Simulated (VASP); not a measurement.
# MgS (ae) (I-4m2) in VASP: single point with PBEsol

Aim: the single point of MgS (ae) with PBEsol.

All numbers are computed with VASP 6.6.1; they aren't measurements. Logs are shortened: lines on timing, memory, paths and dates and some standing lists are left out, and cuts for length are marked.

### 1 The cell of the first run

The structure is tetragonal, space group I-4m2 (No. 119). The conventional cell has a = 4.036 Å, b = 4.036 Å, c = 5.568 Å, α = 90.00°, β = 90.00°, γ = 90.00°. Mg (site symmetry -4m2) has 4 S at 2.45 Å within 3.2 Å. Within 3.2 Å of S (site symmetry -4m2) lie 4 Mg at 2.45 Å.

### 2 Single point, PBEsol

INCAR reads:

```
SYSTEM = MgS
  PREC = Accurate
  ENCUT = 600
  EDIFF = 1E-6
  ISMEAR = 0
  SIGMA = 0.01
  LREAL = .False.
  LASPH = .True.
  NELM = 120
  ALGO = Normal
  ISIF = 2
  LWAVE = .False.
  LCHARG = .False.
  GGA = PS
  NBANDS = 11
  GGA_COMPAT = .False.
```

KPOINTS reads:

```
regular mesh
0
Gamma
  6 6 6
  0 0 0
```

POSCAR reads:

```
MgS
1.0
    0.0000000000      2.8539585547      2.7840131074
    2.8539585547      0.0000000000      2.7840131074
    2.8539585547      2.8539585547      0.0000000000
Mg S
1 1
Direct
    0.0000000000      0.0000000000      0.0000000000
    0.2500000000      0.2500000000      0.2500000000
```

Potentials or basis: VASP PAW PBE potentials, release 64 (Mg, S).

Run with:

```
> cat potpaw_PBE.64/Mg/POTCAR potpaw_PBE.64/S/POTCAR > POTCAR
> mpirun -np 1 vasp_std > vasp.out
```

OUTCAR:

```text
SYSTEM = MgS
   PREC = Accurate
   ENCUT = 600
   EDIFF = 1E-6
   ISMEAR = 0
   LREAL = .False.
   LASPH = .True.
   NELM = 120
   ISIF = 2
   GGA = PS

 ion  position               nearest neighbor table
   1  0.000  0.000  0.000-   2 2.45   2 2.45   2 2.45   2 2.45
   2  0.250  0.250  0.250-   1 2.45   1 2.45   1 2.45   1 2.45

  LATTYP: Found a body centered tetragonal cell.
 ALAT       =     4.0361068945
 C/A-ratio  =     1.3795537037

  Lattice vectors:

 A1 = (   0.0000000000,  -2.8539585547,  -2.7840131074)
 A2 = (   0.0000000000,   2.8539585547,  -2.7840131074)
 A3 = (   2.8539585547,   0.0000000000,   2.7840131074)

Analysis of symmetry for initial positions (statically):
=====================================================================
 Subroutine PRICEL returns:
 Original cell was already a primitive cell.

 Routine SETGRP: Setting up the symmetry group for a
 body centered tetragonal supercell.

 Subroutine GETGRP returns: Found  8 space group operations
 (whereof  8 operations were pure point group operations)
 out of a pool of 16 trial point group operations.

The static configuration has the point symmetry D_2d.

Analysis of symmetry for dynamics (positions and initial velocities):
=====================================================================
 Subroutine PRICEL returns:
 Original cell was already a primitive cell.

 Routine SETGRP: Setting up the symmetry group for a
 body centered tetragonal supercell.

 Subroutine GETGRP returns: Found  8 space group operations
 (whereof  8 operations were pure point group operations)
 out of a pool of 16 trial point group operations.

The dynamic configuration has the point symmetry D_2d.

 Subroutine INISYM returns: Found  8 space group operations
 (whereof  8 operations are pure point group operations),
 and found     1 'primitive' translations

----------------------------------------------------------------------------------------

                                     Primitive cell

  volume of cell :      45.3520

  direct lattice vectors                    reciprocal lattice vectors
     0.000000000  2.853958555  2.784013107    -0.175195256  0.175195256  0.179596856
     2.853958555  0.000000000  2.784013107     0.175195256 -0.175195256  0.179596856
     2.853958555  2.853958555  0.000000000     0.175195256  0.175195256 -0.179596856

  length of vectors
     3.986954780  3.986954780  4.036106895     0.306009454  0.306009454  0.306009454

  position of ions in fractional coordinates (direct lattice)
     0.000000000  0.000000000  0.000000000
     0.250000000  0.250000000  0.250000000

  ion indices of the primitive-cell ions
   primitive index   ion index
                 1           1
                 2           2

----------------------------------------------------------------------------------------

 KPOINTS: regular mesh

Automatic generation of k-mesh.
 Grid dimensions read from file:
 generate k-points for:    6    6    6

 Generating k-lattice:

  Cartesian coordinates                     Fractional coordinates (reciprocal lattice)
    -0.029199209  0.029199209  0.029932809     0.166666667  0.000000000  0.000000000
     0.029199209 -0.029199209  0.029932809     0.000000000  0.166666667  0.000000000
     0.029199209  0.029199209 -0.029932809    -0.000000000 -0.000000000  0.166666667

  Length of vectors
     0.051001576  0.051001576  0.051001576

  Shift w.r.t. Gamma in fractional coordinates (k-lattice)
     0.000000000  0.000000000  0.000000000

 Subroutine IBZKPT returns following result:
 ===========================================

 Found     30 irreducible k-points:

 Following reciprocal coordinates:
            Coordinates               Weight
  0.000000  0.000000  0.000000      1.000000
  0.166667  0.000000  0.000000      8.000000
  0.333333  0.000000  0.000000      8.000000
  0.500000  0.000000  0.000000      4.000000
  0.166667  0.166667  0.000000      2.000000
  0.333333  0.166667  0.000000      8.000000
[... 16 lines left out ...]
  0.333333  0.000000  0.333333      4.000000
  0.500000  0.000000  0.333333     16.000000
 [... further k-points ...]
   k-points           NKPTS =     30   k-points in BZ     NKDIM =     30   number of bands    NBANDS=     11
   number of dos      NEDOS =    301   number of ions     NIONS =      2
   total plane-waves  NPLWV =  32768
   dimension x,y,z NGX =    32 NGY =   32 NGZ =   32
   dimension x,y,z NGXF=    64 NGYF=   64 NGZF=   64
   ions per type =               1   1
   NGX,Y,Z   is equivalent  to a cutoff of  13.34, 13.34, 13.18 a.u.
   NGXF,Y,Z  is equivalent  to a cutoff of  26.69, 26.69, 26.36 a.u.
 SYSTEM =  MgS
   PREC   = accura    normal or accurate (medium, high low for compatibility)
   ISTART =      0    job   : 0-new  1-cont  2-samecut
   ICHARG =      2    charge: 1-file 2-atom 10-const
   ISPIN  =      1    spin polarized calculation?
   LNONCOLLINEAR =      F non collinear calculations
   LSORBIT =      F    spin-orbit coupling
   LASPH  =      T    aspherical Exc in radial PAW
   ENCUT  =  600.0 eV  44.10 Ry    6.64 a.u.   7.96  7.96  8.06*2*pi/ulx,y,z
   NELM   =    120;   NELMIN=  2; NELMDL= -5     # of ELM steps
   EDIFF  = 0.1E-05   stopping-criterion for ELM
   LREAL  =      F    real-space projection
[... 7 lines left out ...]
   TEBEG  =    0.0;   TEEND  =   0.0 temperature during run
   PSTRESS=    0.0 pullay stress
   NELECT =       8.0000    total number of electrons
   NUPDOWN=      -1.0000    fix difference up-down
   EMIN   =  10.00;   EMAX   =-10.00  energy-range for DOS
   EFERMI =   0.00;   METHOD = LEGACY
   ISMEAR =     0;   SIGMA  =   0.01  broadening in eV -4-tet -1-fermi 0-gaus
   EFERMI_NEDOS =   21; number of points for ismear=-14 and -15
   IALGO  =     38    algorithm
   IMIX   =      4    mixing-type and parameters
     AMIX     =   0.40;   BMIX     =  1.00
     AMIX_MAG =   1.60;   BMIX_MAG =  1.00
  volume/ion in A,a.u.               =      22.68       153.03
  Fermi-wavevector in a.u.,A,eV,Ry     =   0.918134  1.735021 11.469298  0.842970
  Thomas-Fermi vector in A             =   2.043181
   LORBIT       =      0    0 simple, 1 ext, 2 COOP (PROOUT), +10 PAW based schemes
   GGA     = PS    functional components
   LHFCALC =     F    Hartree Fock is set to
   AEXX    =    0.0000 exact exchange contribution
   IVDW    =     0    specifies the selected vdW correction
   LEPSILON=     F    determine dielectric tensor
   LRPA    =     F    only Hartree local field effects (RPA)
 non-spin polarized calculation
 Gauss-broadening in eV      SIGMA  =   0.01
  energy-cutoff  :      600.00
  volume of cell :       45.35
 maximum number of plane-waves:      1525
   NGX = 15   NGY = 15   NGZ = 17

 number of electron       8.0000000 magnetization

 Free energy of the ion-electron system (eV)
  ---------------------------------------------------
  ext. energy  EPLUGINS =         0.00000000
  ---------------------------------------------------
  free energy    TOTEN  =        -8.91612906 eV

  energy without entropy =       -8.91612906  energy(sigma->0) =       -8.91612906

 E-fermi :   1.1616     XC(G=0):  -8.5789

 val. band max:        1.0471686777   @ k =   0.0000   0.0000   0.0000
 cond. band min:       4.3019167699   @ k =   0.0000   0.0000   0.0000
 fundamental gap:      3.2547480922
 Fermi energy:         1.1615616725

 k-point     1 :       0.0000    0.0000    0.0000
  band No.  band energies     occupation
      1     -10.2647      2.00000
      2       0.9860      2.00000
      3       0.9860      2.00000
      4       1.0472      2.00000
      5       4.3019      0.00000
      6       8.8741      0.00000
      7       8.8741      0.00000
      8       8.8974      0.00000
      9      11.5824      0.00000
     10      11.9863      0.00000
     11      14.5617      0.00000

 k-point     2 :       0.1667    0.0000    0.0000
  band No.  band energies     occupation
      1     -10.1109      2.00000
      2      -0.0911      2.00000
      3       0.8838      2.00000
      4       0.9469      2.00000
      5       5.3228      0.00000
      6       8.6116      0.00000
      7       9.0957      0.00000
      8       9.1714      0.00000
      9      11.0486      0.00000
     10      11.2905      0.00000
     11      13.5995      0.00000

 k-point     3 :       0.3333    0.0000    0.0000
  band No.  band energies     occupation
      1      -9.7664      2.00000
      2      -1.5632      2.00000
      3       0.6990      2.00000
      4       0.8015      2.00000
      5       6.0176      0.00000
      6       8.7276      0.00000
      7       8.9074      0.00000
      8       9.0957      0.00000
      9      12.0944      0.00000
     10      12.1668      0.00000
     11      12.9683      0.00000

 k-point     4 :       0.5000    0.0000    0.0000
  band No.  band energies     occupation
      1      -9.5701      2.00000
      2      -2.1795      2.00000
      3       0.6147      2.00000
      4       0.7353      2.00000
      5       5.9935      0.00000
      6       8.4282      0.00000
      7       8.6802      0.00000
      8       9.4342      0.00000
      9      13.7022      0.00000
     10      14.0423      0.00000
     11      14.2831      0.00000
[... 239 lines left out ...]
 k-point    22 :      -0.3333    0.5000    0.1667
  band No.  band energies     occupation
      1      -9.3236      2.00000
      2      -1.4705      2.00000
      3      -0.6392      2.00000
      4      -0.3141      2.00000
      5       5.7595      0.00000
      6       7.6244      0.00000
      7      10.2295      0.00000
      8      10.4262      0.00000
      9      13.3725      0.00000
     10      14.7990      0.00000
     11      14.9320      0.00000

 k-point    23 :       0.3333    0.0000    0.3333
  band No.  band energies     occupation
      1      -9.6142      2.00000
      2      -1.3730      2.00000
      3       0.2118      2.00000
      4       0.2198      2.00000
      5       5.4816      0.00000
      6       7.0298      0.00000
      7      10.0940      0.00000
      8      11.2504      0.00000
      9      11.5779      0.00000
     10      13.6596      0.00000
     11      16.3852      0.00000

 k-point    24 :       0.5000    0.0000    0.3333
  band No.  band energies     occupation
      1      -9.4173      2.00000
      2      -1.6727      2.00000
      3      -0.3800      2.00000
      4       0.1518      2.00000
      5       5.4622      0.00000
      6       7.3712      0.00000
      7      10.3014      0.00000
      8      11.3664      0.00000
      9      12.6493      0.00000
     10      14.4865      0.00000
     11      15.4623      0.00000

 [... further k-points ...]
[... 5 lines left out ...]
  --------------------------------------------------------------------------------------
  -------------------------------------------------------------------------------------
  Total       -0.1454174     -0.1454174     -0.0183040      0.0000000      0.0000000      0.0000000
  in kB       -5.1372474     -5.1372474     -0.6466373      0.0000000      0.0000000      0.0000000
  external PRESSURE =      -3.6403774 kB  Pullay stress =       0.0000000 kB

 VOLUME and BASIS-vectors are now :
 -----------------------------------------------------------------------------
  energy-cutoff  :      600.00
  volume of cell :       45.35
      direct lattice vectors                 reciprocal lattice vectors
     0.000000000  2.853958555  2.784013107    -0.175195256  0.175195256  0.179596856
     2.853958555  0.000000000  2.784013107     0.175195256 -0.175195256  0.179596856
     2.853958555  2.853958555  0.000000000     0.175195256  0.175195256 -0.179596856

 POSITION                                       TOTAL-FORCE (eV/Angst)
 -----------------------------------------------------------------------------------
      0.00000      0.00000      0.00000        -0.000000     -0.000000     -0.000000
      1.42698      1.42698      1.39201         0.000000      0.000000      0.000000
 -----------------------------------------------------------------------------------
    total drift:                               -0.000000     -0.000000     -0.000000

  FREE ENERGIE OF THE ION-ELECTRON SYSTEM (eV)
  ---------------------------------------------------
  free  energy   TOTEN  =        -8.9161290604 eV

  energy  without entropy=       -8.9161290604  energy(sigma->0) =       -8.91612906
```

Run time: 18 s. Hardware: 1 thread of Intel Xeon 8259CL, shared host; peak memory 0.18 GiB.

What came out:

```
Free energy            : -8.9161 eV
Pressure               : -0.4 GPa
Band gap on the k mesh : 3.25 eV, direct
```

Caveat: the PAW data sets were made with another functional, which shifts forces and pressure a little.
